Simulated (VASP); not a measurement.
# MnPt (P4/mmm) in VASP: single point with LDA+U

Aim: the single point of MnPt with LDA+U.

Everything below comes from runs of VASP 6.6.1. Logs are shortened: lines on timing, memory, paths and dates and some standing lists are left out, and cuts for length are marked.

## (1) The cell of the first run

The structure is tetragonal, space group P4/mmm (No. 123). Conventional cell: a = 2.870 Å, b = 2.870 Å, c = 3.711 Å, α = 90.00°, β = 90.00°, γ = 90.00°. Within 3.8 Å of Pt (site symmetry 4/mmm) lie 8 Mn at 2.75 Å and 6 Pt at 2.87 to 3.71 Å. Within 3.8 Å of Mn (site symmetry 4/mmm) lie 8 Pt at 2.75 Å and 6 Mn at 2.87 to 3.71 Å.

## (2) Single point, LDA+U

Contents of POSCAR:

```
MnPt
1.0
    2.8697060000      0.0000000000      0.0000000000
    0.0000000000      2.8697060000      0.0000000000
    0.0000000000      0.0000000000      3.7113510000
Pt Mn
1 1
Direct
    0.5000000000      0.5000000000      0.5000000000
    0.0000000000      0.0000000000      0.0000000000
```

Contents of INCAR.step1:

```
SYSTEM = MnPt
ALGO = Normal ; EDIFF = 1E-6
ENCUT = 510 ; GGA = CA
GGA_COMPAT = .FALSE. ; ISIF = 2
ISMEAR = -1 ; LASPH = .TRUE.
LCHARG = .TRUE. ; LDAU = .TRUE.
LDAUJ = 0 0 ; LDAUL = 2 -1
LDAUPRINT = 1 ; LDAUTYPE = 2
LDAUU = 4.3 0 ; LMAXMIX = 4
LORBIT = 11 ; LREAL = .FALSE.
LWAVE = .FALSE. ; NBANDS = 24
NEDOS = 2001 ; NELM = 200
PREC = Accurate ; SIGMA = 0.1
```

Contents of KPOINTS.step1:

```
k-points
0
G
  12 12 9
  0 0 0
```

Contents of INCAR.step2:

```
SYSTEM = MnPt
ALGO = Normal ; EDIFF = 1E-6
ENCUT = 510 ; GGA = CA
GGA_COMPAT = .FALSE. ; ICHARG = 11
ISIF = 2 ; ISMEAR = -5
LASPH = .TRUE. ; LCHARG = .FALSE.
LDAU = .TRUE. ; LDAUJ = 0 0
LDAUL = 2 -1 ; LDAUPRINT = 1
LDAUTYPE = 2 ; LDAUU = 4.3 0
LMAXMIX = 4 ; LORBIT = 10
LREAL = .FALSE. ; LWAVE = .FALSE.
NBANDS = 24 ; NEDOS = 1001
NELM = 200 ; PREC = Accurate
SIGMA = 0.1
```

Contents of KPOINTS.step2:

```
k-points
0
G
  18 18 14
  0 0 0
```

Potentials or basis: VASP PAW LDA potentials, release 64 (Pt_sv_GW, Mn_sv).

Run with:

```bash
$ cat potpaw_LDA.64/Pt_sv_GW/POTCAR potpaw_LDA.64/Mn_sv/POTCAR > POTCAR
$ cp INCAR.step1 INCAR
$ cp KPOINTS.step1 KPOINTS
$ mpirun -np 1 vasp_std > vasp.out
$ cp INCAR.step2 INCAR
$ cp KPOINTS.step2 KPOINTS
$ mpirun -np 1 vasp_std > vasp.out
```

OUTCAR:

```text
SYSTEM = MnPt
   EDIFF = 1E-6
   ENCUT = 510
   GGA = CA
   ICHARG = 11
   ISIF = 2
   ISMEAR = -5
   LASPH = .TRUE.
   LORBIT = 10
   LREAL = .FALSE.
   NELM = 200
   PREC = Accurate

 ion  position               nearest neighbor table
   1  0.500  0.500  0.500-   2 2.75   2 2.75   2 2.75   2 2.75   2 2.75   2 2.75   2 2.75   2 2.75

   2  0.000  0.000  0.000-   1 2.75   1 2.75   1 2.75   1 2.75   1 2.75   1 2.75   1 2.75   1 2.75

  LATTYP: Found a simple tetragonal cell.
 ALAT       =     2.8697060000
 C/A-ratio  =     1.2932861415

  Lattice vectors:

 A1 = (   2.8697060000,   0.0000000000,   0.0000000000)
 A2 = (   0.0000000000,   2.8697060000,   0.0000000000)
 A3 = (   0.0000000000,   0.0000000000,   3.7113510000)

Analysis of symmetry for initial positions (statically):
=====================================================================
 Subroutine PRICEL returns:
 Original cell was already a primitive cell.

 Routine SETGRP: Setting up the symmetry group for a
 simple tetragonal supercell.

 Subroutine GETGRP returns: Found 16 space group operations
 (whereof 16 operations were pure point group operations)
 out of a pool of 16 trial point group operations.

The static configuration has the point symmetry D_4h.

Analysis of symmetry for dynamics (positions and initial velocities):
=====================================================================
 Subroutine PRICEL returns:
 Original cell was already a primitive cell.

 Routine SETGRP: Setting up the symmetry group for a
 simple tetragonal supercell.

 Subroutine GETGRP returns: Found 16 space group operations
 (whereof 16 operations were pure point group operations)
 out of a pool of 16 trial point group operations.

The dynamic configuration has the point symmetry D_4h.

 Subroutine INISYM returns: Found 16 space group operations
 (whereof 16 operations are pure point group operations),
 and found     1 'primitive' translations

----------------------------------------------------------------------------------------

                                     Primitive cell

  volume of cell :      30.5638

  direct lattice vectors                    reciprocal lattice vectors
     2.869706000  0.000000000  0.000000000     0.348467752  0.000000000  0.000000000
     0.000000000  2.869706000  0.000000000     0.000000000  0.348467752  0.000000000
     0.000000000  0.000000000  3.711351000     0.000000000  0.000000000  0.269443661

  length of vectors
     2.869706000  2.869706000  3.711351000     0.348467752  0.348467752  0.269443661

  position of ions in fractional coordinates (direct lattice)
     0.500000000  0.500000000  0.500000000
     0.000000000  0.000000000  0.000000000

  ion indices of the primitive-cell ions
   primitive index   ion index
                 1           1
                 2           2

----------------------------------------------------------------------------------------

 KPOINTS: k-points

Automatic generation of k-mesh.
 Grid dimensions read from file:
 generate k-points for:   18   18   14

 Generating k-lattice:

  Cartesian coordinates                     Fractional coordinates (reciprocal lattice)
     0.019359320  0.000000000  0.000000000     0.055555556  0.000000000  0.000000000
     0.000000000  0.019359320  0.000000000     0.000000000  0.055555556  0.000000000
     0.000000000  0.000000000  0.019245976     0.000000000  0.000000000  0.071428571

  Length of vectors
     0.019359320  0.019359320  0.019245976

[... 45 lines left out ...]
 SYSTEM =  MnPt
   PREC   = accura    normal or accurate (medium, high low for compatibility)
   ISTART =      0    job   : 0-new  1-cont  2-samecut
   ICHARG =     11    charge: 1-file 2-atom 10-const
   ISPIN  =      1    spin polarized calculation?
   LNONCOLLINEAR =      F non collinear calculations
   LSORBIT =      F    spin-orbit coupling
   LASPH  =      T    aspherical Exc in radial PAW
   ENCUT  =  510.0 eV  37.48 Ry    6.12 a.u.   5.28  5.28  6.83*2*pi/ulx,y,z
   NELM   =    200;   NELMIN=  2; NELMDL=  0     # of ELM steps
   EDIFF  = 0.1E-05   stopping-criterion for ELM
   LREAL  =      F    real-space projection
   EDIFFG = 0.1E-04   stopping-criterion for IOM
   NSW    =      0    number of steps for IOM
   IBRION =     -1    ionic relax: 0-MD 1-quasi-New 2-CG
   NFREE  =      0    steps in history (QN), initial steepest desc. (CG)
   ISIF   =      2    stress and relaxation
   ISYM   =      2    0-nonsym 1-usesym 2-fastsym
   POTIM  = 0.5000    time-step for ionic-motion
   TEBEG  =    0.0;   TEEND  =   0.0 temperature during run
   PSTRESS=    0.0 pullay stress
   NELECT =      33.0000    total number of electrons
   NUPDOWN=      -1.0000    fix difference up-down
   EMIN   =  10.00;   EMAX   =-10.00  energy-range for DOS
   EFERMI =   0.00;   METHOD = LEGACY
   ISMEAR =    -5;   SIGMA  =   0.10  broadening in eV -4-tet -1-fermi 0-gaus
   EFERMI_NEDOS =   21; number of points for ismear=-14 and -15
   IALGO  =     38    algorithm
   IMIX   =      4    mixing-type and parameters
     AMIX     =   0.40;   BMIX     =  1.00
     AMIX_MAG =   1.60;   BMIX_MAG =  1.00
  volume/ion in A,a.u.               =      15.28       103.13
  Fermi-wavevector in a.u.,A,eV,Ry     =   1.679489  3.173774 38.377732  2.820684
  Thomas-Fermi vector in A             =   2.763392
   LORBIT       =     10    0 simple, 1 ext, 2 COOP (PROOUT), +10 PAW based schemes
 LDA+U is selected, type is set to LDAUTYPE =  2
   angular momentum for each species LDAUL =     2   -1
   U (eV)           for each species LDAUU =   4.3  0.0
   J (eV)           for each species LDAUJ =   0.0  0.0
   GGA     = CA    functional components
   LHFCALC =     F    Hartree Fock is set to
   AEXX    =    0.0000 exact exchange contribution
   IVDW    =     0    specifies the selected vdW correction
   LEPSILON=     F    determine dielectric tensor
   LRPA    =     F    only Hartree local field effects (RPA)
 non-spin polarized calculation
 Fermi weights with tetrahedron method with Bloechl corrections
  energy-cutoff  :      510.00
  volume of cell :       30.56
 maximum number of plane-waves:       832
 NGX is ok and might be reduce to    24

atom =   1  type =  1  l = 2

 onsite density matrix

spin component  1

  0.8801 -0.0000  0.0000 -0.0000  0.0000
 -0.0000  0.8186 -0.0000  0.0000 -0.0000
  0.0000 -0.0000  0.8871  0.0000 -0.0000
 -0.0000  0.0000  0.0000  0.8186 -0.0000
  0.0000 -0.0000 -0.0000 -0.0000  0.8282

spin component  2

  0.8801 -0.0000  0.0000 -0.0000  0.0000
 -0.0000  0.8186 -0.0000  0.0000 -0.0000
  0.0000 -0.0000  0.8871  0.0000 -0.0000
 -0.0000  0.0000  0.0000  0.8186 -0.0000
  0.0000 -0.0000 -0.0000 -0.0000  0.8282

 occupancies and eigenvectors

  o =  0.8186  v =  0.0000 -0.0076  0.0000  1.0000 -0.0000  0.0000  0.0000  0.0000  0.0000  0.0000      0.0000  0.0000  0.0000  0.0000  0.0000  0.0000  0.0000  0.0000  0.0000  0.0000
  o =  0.8186  v =  0.0000  0.0000  0.0000  0.0000  0.0000  0.0000 -0.0076  0.0000  1.0000 -0.0000      0.0000  0.0000  0.0000  0.0000  0.0000  0.0000  0.0000  0.0000  0.0000  0.0000
  o =  0.8186  v =  0.0000  0.0000  0.0000  0.0000  0.0000  0.0000 -1.0000  0.0000 -0.0076  0.0000      0.0000  0.0000  0.0000  0.0000  0.0000  0.0000  0.0000  0.0000  0.0000  0.0000
  o =  0.8186  v =  0.0000 -1.0000  0.0000 -0.0076  0.0000  0.0000  0.0000  0.0000  0.0000  0.0000      0.0000  0.0000  0.0000  0.0000  0.0000  0.0000  0.0000  0.0000  0.0000  0.0000
  o =  0.8282  v =  0.0000  0.0000  0.0000  0.0000  1.0000  0.0000  0.0000  0.0000  0.0000  0.0000      0.0000  0.0000  0.0000  0.0000  0.0000  0.0000  0.0000  0.0000  0.0000  0.0000
  o =  0.8282  v =  0.0000  0.0000  0.0000  0.0000  0.0000  0.0000  0.0000  0.0000  0.0000  1.0000      0.0000  0.0000  0.0000  0.0000  0.0000  0.0000  0.0000  0.0000  0.0000  0.0000
  o =  0.8801  v =  1.0000  0.0000  0.0000  0.0000  0.0000  0.0000  0.0000  0.0000  0.0000  0.0000      0.0000  0.0000  0.0000  0.0000  0.0000  0.0000  0.0000  0.0000  0.0000  0.0000
  o =  0.8801  v =  0.0000  0.0000  0.0000  0.0000  0.0000  1.0000  0.0000  0.0000  0.0000  0.0000      0.0000  0.0000  0.0000  0.0000  0.0000  0.0000  0.0000  0.0000  0.0000  0.0000
  o =  0.8871  v =  0.0000  0.0000  0.0000  0.0000  0.0000  0.0000  0.0000  1.0000 -0.0000 -0.0000      0.0000  0.0000  0.0000  0.0000  0.0000  0.0000  0.0000  0.0000  0.0000  0.0000
  o =  0.8871  v =  0.0000  0.0000  1.0000 -0.0000 -0.0000  0.0000  0.0000  0.0000  0.0000  0.0000      0.0000  0.0000  0.0000  0.0000  0.0000  0.0000  0.0000  0.0000  0.0000  0.0000

 number of electron      32.9999993 magnetization

 Free energy of the ion-electron system (eV)
  ---------------------------------------------------
  ext. energy  EPLUGINS =         0.00000000
  ---------------------------------------------------
  free energy    TOTEN  =       -13.34563620 eV

  energy without entropy =      -13.34563620  energy(sigma->0) =      -13.34563620

 E-fermi :   9.0208     XC(G=0): -13.3457

 val. band max:        9.0910236844   @ k =   0.1667   0.0000   0.5000
 cond. band min:       8.9811899384   @ k =   0.5000   0.0556   0.5000
 fundamental gap:     -0.1098337460
 Fermi energy:         9.0208314549

 k-point     1 :       0.0000    0.0000    0.0000
  band No.  band energies     occupation
      1     -87.6984      2.00000
      2     -69.2732      2.00000
      3     -42.4094      2.00000
      4     -42.3113      2.00000
      5     -42.3113      2.00000
      6     -38.5108      2.00000
[... 637 lines left out ...]
     23      21.7717      0.00000
     24      24.4559      0.00000

 [... further k-points ...]

------------------------ aborting loop because EDIFF is reached ----------------------------------------

  FORCE on cell =-STRESS in cart. coord.  units (eV):
  Direction    XX          YY          ZZ          XY          YZ          ZX
  --------------------------------------------------------------------------------------
  -------------------------------------------------------------------------------------
  Total       -9.1308399     -9.1308399     -6.9962500      0.0000000      0.0000000      0.0000000
  in kB     -478.6460387   -478.6460387   -366.7491048      0.0000000      0.0000000      0.0000000
  external PRESSURE =    -441.3470607 kB  Pullay stress =       0.0000000 kB

 VOLUME and BASIS-vectors are now :
 -----------------------------------------------------------------------------
  energy-cutoff  :      510.00
  volume of cell :       30.56
      direct lattice vectors                 reciprocal lattice vectors
     2.869706000  0.000000000  0.000000000     0.348467752  0.000000000  0.000000000
     0.000000000  2.869706000  0.000000000     0.000000000  0.348467752  0.000000000
     0.000000000  0.000000000  3.711351000     0.000000000  0.000000000  0.269443661

 POSITION                                       TOTAL-FORCE (eV/Angst)
 -----------------------------------------------------------------------------------
      1.43485      1.43485      1.85568         0.000000      0.000000      0.000000
      0.00000      0.00000      0.00000         0.000000      0.000000      0.000000
 -----------------------------------------------------------------------------------
    total drift:                                0.000000      0.000000     -0.000000

  FREE ENERGIE OF THE ION-ELECTRON SYSTEM (eV)
  ---------------------------------------------------
  free  energy   TOTEN  =       -13.3456362013 eV

  energy  without entropy=      -13.3456362013  energy(sigma->0) =      -13.34563620

 total charge

# of ion       s       p       d       f       tot
--------------------------------------------------
    1        4.253   6.068   8.362   0.012  18.695
    2        2.164   6.014   4.603   0.000  12.781
--------------------------------------------------
tot          6.417  12.082  12.965   0.012  31.476
```

It took 2.3 min on 1 thread of Intel Xeon 6975P-C (Granite Rapids), shared host; peak memory 0.43 GiB.

Results:

```
Valence electrons inside the program's atomic spheres : Pt 18.70; Mn 12.78
```

Eigenvalues of the final occupation matrices:
| site | spin | trace | eigenvalues |
| --- | --- | --- | --- |
| site 1 d | 1 | 4.23 | 0.82 0.82 0.83 0.88 0.89 |
| site 1 d | 2 | 4.23 | 0.82 0.82 0.83 0.88 0.89 |

Caveat: spin-orbit coupling is left out, which moves the levels of the heavy elements; the run has no spin polarisation, though such a crystal can be magnetic; U without spin polarisation on a metal has little footing; the U is typed as a test and isn't derived for this compound. Spin polarisation is off, so any magnetic state and its effect on volume and gap are missing.
